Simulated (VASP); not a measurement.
# AlPt (P2_13) in VASP: notebook

Runs on AlPt. Level: r2SCAN. Tasks: single point.

Program: VASP 6.6.1. These are calculated values, not measurements. Logs are shortened: lines on timing, memory, paths and dates and some standing lists are left out, and cuts for length are marked.

## 1. The cell of the first run

Symmetry: P2_13, No. 198, cubic system. The conventional cell has a = 4.829 Å, b = 4.829 Å, c = 4.829 Å, α = 90.00°, β = 90.00°, γ = 90.00°. Within 3.4 Å of Al (site symmetry 3) lie 7 Pt at 2.58 to 2.60 Å and 6 Al at 2.99 Å. Pt (site symmetry 3) has 7 Al at 2.58 to 2.60 Å and 6 Pt at 2.98 Å within 3.4 Å.

## 2. Single point, r2SCAN (14.07 Å³/atom)

Input file POSCAR:

```
AlPt
1.0
    4.8286802960      0.0000000000      0.0000000000
    0.0000000000      4.8286802960      0.0000000000
    0.0000000000      0.0000000000      4.8286802960
Al Pt
4 4
Direct
    0.8443924673      0.8443924673      0.8443924673
    0.6556075327      0.1556075327      0.3443924673
    0.3443924673      0.6556075327      0.1556075327
    0.1556075327      0.3443924673      0.6556075327
    0.1548223031      0.1548223031      0.1548223031
    0.3451776969      0.8451776969      0.6548223031
    0.6548223031      0.3451776969      0.8451776969
    0.8451776969      0.6548223031      0.3451776969
```

Input file INCAR.step1:

```
ALGO = Normal ; EDIFF = 1E-4
ENCUT = 520 ; GGA = PE
ISMEAR = 0 ; LASPH = True
LCHARG = False ; LREAL = False
LWAVE = True ; NBANDS = 36
NELM = 60 ; PREC = Accurate
SIGMA = 0.1
```

Input file INCAR.step2:

```
ALGO = Normal ; EDIFF = 1E-6
ENCUT = 520 ; ISIF = 2
ISMEAR = 0 ; ISTART = 1
LASPH = True ; LCHARG = False
LMIXTAU = True ; LREAL = False
LWAVE = False ; METAGGA = R2SCAN
NBANDS = 36 ; NELM = 60
PREC = Accurate ; SIGMA = 0.1
```

Input file KPOINTS:

```
k-points
0
Gamma
  8 8 8
```

Potentials or basis: VASP PAW PBE potentials, release 64 (Al, Pt).

Command:

```bash
> cat potpaw_PBE.64/Al/POTCAR potpaw_PBE.64/Pt/POTCAR > POTCAR
> cp INCAR.step1 INCAR
> mpirun -np 1 vasp_std > vasp.out
> cp INCAR.step2 INCAR
> mpirun -np 1 vasp_std > vasp.out
```

OUTCAR:

```text
EDIFF = 1E-6
   ENCUT = 520
   ISIF = 2
   ISMEAR = 0
   ISTART = 1
   LASPH = True
   LREAL = False
   METAGGA = R2SCAN
   NELM = 60
   PREC = Accurate

 ion  position               nearest neighbor table
   1  0.844  0.844  0.844-   6 2.58   7 2.58   8 2.58   6 2.59   7 2.59   8 2.59   5 2.60   3 2.99
                             4 2.99   2 2.99   2 2.99   4 2.99   3 2.99
   2  0.656  0.156  0.344-   5 2.58   7 2.58   8 2.58   7 2.59   8 2.59   5 2.59   6 2.60   1 2.99
                             1 2.99   3 2.99   3 2.99   4 2.99   4 2.99
   3  0.344  0.656  0.156-   5 2.58   6 2.58   8 2.58   8 2.59   6 2.59   5 2.59   7 2.60   1 2.99
                             4 2.99   2 2.99   2 2.99   4 2.99   1 2.99
   4  0.156  0.344  0.656-   5 2.58   6 2.58   7 2.58   6 2.59   5 2.59   7 2.59   8 2.60   1 2.99
                             3 2.99   2 2.99   1 2.99   2 2.99   3 2.99
   5  0.155  0.155  0.155-   2 2.58   3 2.58   4 2.58   2 2.59   3 2.59   4 2.59   1 2.60   6 2.98
                             7 2.98   8 2.98   6 2.98   8 2.98   7 2.98
   6  0.345  0.845  0.655-   1 2.58   3 2.58   4 2.58   3 2.59   4 2.59   1 2.59   2 2.60   8 2.98
                             5 2.98   5 2.98   7 2.98   7 2.98   8 2.98
   7  0.655  0.345  0.845-   1 2.58   2 2.58   4 2.58   4 2.59   2 2.59   1 2.59   3 2.60   8 2.98
                             5 2.98   8 2.98   6 2.98   6 2.98   5 2.98
   8  0.845  0.655  0.345-   1 2.58   2 2.58   3 2.58   2 2.59   1 2.59   3 2.59   4 2.60   7 2.98
                             5 2.98   7 2.98   5 2.98   6 2.98   6 2.98

  LATTYP: Found a simple cubic cell.
 ALAT       =     4.8286802960

  Lattice vectors:

 A1 = (   4.8286802960,   0.0000000000,   0.0000000000)
 A2 = (   0.0000000000,   4.8286802960,   0.0000000000)
 A3 = (   0.0000000000,   0.0000000000,   4.8286802960)

Analysis of symmetry for initial positions (statically):
=====================================================================
 Subroutine PRICEL returns:
 Original cell was already a primitive cell.

 Routine SETGRP: Setting up the symmetry group for a
 simple cubic supercell.

 Subroutine GETGRP returns: Found 12 space group operations
 (whereof  3 operations were pure point group operations)
 out of a pool of 48 trial point group operations.

The static configuration has the point symmetry C_3 .
 The point group associated with its full space group is T   .

Analysis of symmetry for dynamics (positions and initial velocities):
=====================================================================
 Subroutine PRICEL returns:
 Original cell was already a primitive cell.

 Routine SETGRP: Setting up the symmetry group for a
 simple cubic supercell.

 Subroutine GETGRP returns: Found 12 space group operations
 (whereof  3 operations were pure point group operations)
 out of a pool of 48 trial point group operations.

The dynamic configuration has the point symmetry C_3 .
 The point group associated with its full space group is T   .

 Subroutine INISYM returns: Found 12 space group operations
 (whereof  3 operations are pure point group operations),
 and found     1 'primitive' translations

----------------------------------------------------------------------------------------

                                     Primitive cell

  volume of cell :     112.5863

  direct lattice vectors                    reciprocal lattice vectors
     4.828680296  0.000000000  0.000000000     0.207095922  0.000000000  0.000000000
     0.000000000  4.828680296  0.000000000     0.000000000  0.207095922  0.000000000
     0.000000000  0.000000000  4.828680296     0.000000000  0.000000000  0.207095922

  length of vectors
     4.828680296  4.828680296  4.828680296     0.207095922  0.207095922  0.207095922

  position of ions in fractional coordinates (direct lattice)
     0.844392467  0.844392467  0.844392467
     0.655607533  0.155607533  0.344392467
     0.344392467  0.655607533  0.155607533
     0.155607533  0.344392467  0.655607533
     0.154822303  0.154822303  0.154822303
     0.345177697  0.845177697  0.654822303
     0.654822303  0.345177697  0.845177697
     0.845177697  0.654822303  0.345177697

  ion indices of the primitive-cell ions
   primitive index   ion index
                 1           1
                 2           2
                 3           3
                 4           4
                 5           5
                 6           6
                 7           7
                 8           8

----------------------------------------------------------------------------------------

 KPOINTS: k-points

Automatic generation of k-mesh.
 Grid dimensions read from file:
 generate k-points for:    8    8    8

 Generating k-lattice:

  Cartesian coordinates                     Fractional coordinates (reciprocal lattice)
     0.025886990  0.000000000  0.000000000     0.125000000  0.000000000  0.000000000
     0.000000000  0.025886990  0.000000000     0.000000000  0.125000000  0.000000000
     0.000000000  0.000000000  0.025886990     0.000000000  0.000000000  0.125000000

  Length of vectors
     0.025886990  0.025886990  0.025886990

  Shift w.r.t. Gamma in fractional coordinates (k-lattice)
     0.000000000  0.000000000  0.000000000

 Subroutine IBZKPT returns following result:
 ===========================================

 Found     45 irreducible k-points:

 Following reciprocal coordinates:
            Coordinates               Weight
  0.000000  0.000000  0.000000      1.000000
  0.125000  0.000000  0.000000      6.000000
  0.250000  0.000000  0.000000      6.000000
  0.375000  0.000000  0.000000      6.000000
  0.500000  0.000000  0.000000      3.000000
  0.125000  0.125000  0.000000     12.000000
[... 16 lines left out ...]
  0.250000  0.125000  0.125000     24.000000
  0.375000  0.125000  0.125000     24.000000
 [... further k-points ...]
   k-points           NKPTS =     45   k-points in BZ     NKDIM =     45   number of bands    NBANDS=     36
   number of dos      NEDOS =    301   number of ions     NIONS =      8
   total plane-waves  NPLWV =  46656
   dimension x,y,z NGX =    36 NGY =   36 NGZ =   36
   dimension x,y,z NGXF=    72 NGYF=   72 NGZF=   72
   ions per type =               4   4
   NGX,Y,Z   is equivalent  to a cutoff of  12.39, 12.39, 12.39 a.u.
   NGXF,Y,Z  is equivalent  to a cutoff of  24.79, 24.79, 24.79 a.u.
 SYSTEM =  unknown system
   PREC   = accura    normal or accurate (medium, high low for compatibility)
   ISTART =      1    job   : 0-new  1-cont  2-samecut
   ICHARG =      0    charge: 1-file 2-atom 10-const
   ISPIN  =      1    spin polarized calculation?
   LNONCOLLINEAR =      F non collinear calculations
   LSORBIT =      F    spin-orbit coupling
   LASPH  =      T    aspherical Exc in radial PAW
   ENCUT  =  520.0 eV  38.22 Ry    6.18 a.u.   8.98  8.98  8.98*2*pi/ulx,y,z
   NELM   =     60;   NELMIN=  2; NELMDL=  0     # of ELM steps
   EDIFF  = 0.1E-05   stopping-criterion for ELM
   LREAL  =      F    real-space projection
   EDIFFG = 0.1E-04   stopping-criterion for IOM
   NSW    =      0    number of steps for IOM
   IBRION =     -1    ionic relax: 0-MD 1-quasi-New 2-CG
   NFREE  =      0    steps in history (QN), initial steepest desc. (CG)
   ISIF   =      2    stress and relaxation
   ISYM   =      2    0-nonsym 1-usesym 2-fastsym
   POTIM  = 0.5000    time-step for ionic-motion
   TEBEG  =    0.0;   TEEND  =   0.0 temperature during run
   PSTRESS=    0.0 pullay stress
   NELECT =      52.0000    total number of electrons
   NUPDOWN=      -1.0000    fix difference up-down
   EMIN   =  10.00;   EMAX   =-10.00  energy-range for DOS
   EFERMI =   0.00;   METHOD = LEGACY
   ISMEAR =     0;   SIGMA  =   0.10  broadening in eV -4-tet -1-fermi 0-gaus
   EFERMI_NEDOS =   21; number of points for ismear=-14 and -15
   IALGO  =     38    algorithm
   IMIX   =      4    mixing-type and parameters
     AMIX     =   0.40;   BMIX     =  1.00
     AMIX_MAG =   1.60;   BMIX_MAG =  1.00
  volume/ion in A,a.u.               =      14.07        94.97
  Fermi-wavevector in a.u.,A,eV,Ry     =   1.265457  2.391368 21.788127  1.601382
  Thomas-Fermi vector in A             =   2.398709
   LORBIT       =      0    0 simple, 1 ext, 2 COOP (PROOUT), +10 PAW based schemes
   METAGGA = R2SCAN    functional components
   LHFCALC =     F    Hartree Fock is set to
   AEXX    =    0.0000 exact exchange contribution
   IVDW    =     0    specifies the selected vdW correction
   LEPSILON=     F    determine dielectric tensor
   LRPA    =     F    only Hartree local field effects (RPA)
 non-spin polarized calculation
 Gauss-broadening in eV      SIGMA  =   0.10
  energy-cutoff  :      520.00
  volume of cell :      112.59
 maximum number of plane-waves:      3060
   NGX = 17   NGY = 17   NGZ = 17

 number of electron      52.0000001 magnetization

 Free energy of the ion-electron system (eV)
  ---------------------------------------------------
  ext. energy  EPLUGINS =         0.00000000
  ---------------------------------------------------
  free energy    TOTEN  =      -241.85789202 eV

  energy without entropy =     -241.85112817  energy(sigma->0) =     -241.85451009

 E-fermi :  10.8532     XC(G=0): -13.3439

 val. band max:       10.8302523067   @ k =   0.3750   0.3750   0.3750
 cond. band min:      10.8952656500   @ k =   0.5000   0.3750   0.3750
 fundamental gap:      0.0650133433
 Fermi energy:        10.8531898497

 k-point     1 :       0.0000    0.0000    0.0000
  band No.  band energies     occupation
      1      -1.1876      2.00000
      2       3.4122      2.00000
      3       3.4122      2.00000
      4       3.4122      2.00000
      5       4.9311      2.00000
      6       4.9311      2.00000
[... 28 lines left out ...]
     35      16.5828      0.00000
     36      16.5828      0.00000
[... 866 lines left out ...]
      6       4.5376      2.00000
[... 28 lines left out ...]
     35      17.0801      0.00000
     36      18.2515      0.00000

 [... further k-points ...]

------------------------ aborting loop because EDIFF is reached ----------------------------------------

  FORCE on cell =-STRESS in cart. coord.  units (eV):
  Direction    XX          YY          ZZ          XY          YZ          ZX
  --------------------------------------------------------------------------------------
  -------------------------------------------------------------------------------------
  Total        4.6522308      4.6522308      4.6522308     -0.0000000     -0.0000000      0.0000000
  in kB       66.2043433     66.2043433     66.2043433     -0.0000000     -0.0000000      0.0000000
  external PRESSURE =      66.2043433 kB  Pullay stress =       0.0000000 kB

 VOLUME and BASIS-vectors are now :
 -----------------------------------------------------------------------------
  energy-cutoff  :      520.00
  volume of cell :      112.59
      direct lattice vectors                 reciprocal lattice vectors
     4.828680296  0.000000000  0.000000000     0.207095922  0.000000000  0.000000000
     0.000000000  4.828680296  0.000000000     0.000000000  0.207095922  0.000000000
     0.000000000  0.000000000  4.828680296     0.000000000  0.000000000  0.207095922

 POSITION                                       TOTAL-FORCE (eV/Angst)
 -----------------------------------------------------------------------------------
      4.07730      4.07730      4.07730         0.006977      0.006977      0.006977
      3.16572      0.75138      1.66296        -0.006977     -0.006977      0.006977
      1.66296      3.16572      0.75138         0.006977     -0.006977     -0.006977
      0.75138      1.66296      3.16572        -0.006977      0.006977     -0.006977
      0.74759      0.74759      0.74759         0.005226      0.005226      0.005226
      1.66675      4.08109      3.16193        -0.005226     -0.005226      0.005226
      3.16193      1.66675      4.08109         0.005226     -0.005226     -0.005226
      4.08109      3.16193      1.66675        -0.005226      0.005226     -0.005226
 -----------------------------------------------------------------------------------
    total drift:                               -0.000000     -0.000000     -0.000000

  FREE ENERGIE OF THE ION-ELECTRON SYSTEM (eV)
  ---------------------------------------------------
  free  energy   TOTEN  =      -241.8578920202 eV

  energy  without entropy=     -241.8511281673  energy(sigma->0) =     -241.85451009
```

Wall time 8.6 min (1 thread of Intel Xeon 8259CL, shared host); peak memory 0.31 GiB.

What came out:

```
Free energy            : -241.8579 eV
Pressure               : 6.6 GPa
Largest force          : 0.012 eV/Å
Band gap on the k mesh : zero (bands 26 and 27 overlap by 1.20 eV)
```

Forces on the atoms (eV/Å):
```
Al   0.007  0.007  0.007
Al  -0.007 -0.007  0.007
Al   0.007 -0.007 -0.007
Al  -0.007  0.007 -0.007
Pt   0.005  0.005  0.005
Pt  -0.005 -0.005  0.005
Pt   0.005 -0.005 -0.005
Pt  -0.005  0.005 -0.005
```

Caveat: the cell stands under pressure; the PAW data sets were made with another functional, which shifts forces and pressure a little; spin-orbit coupling is left out, which moves the levels of the heavy elements.

(Continued in part 2 of 2.)
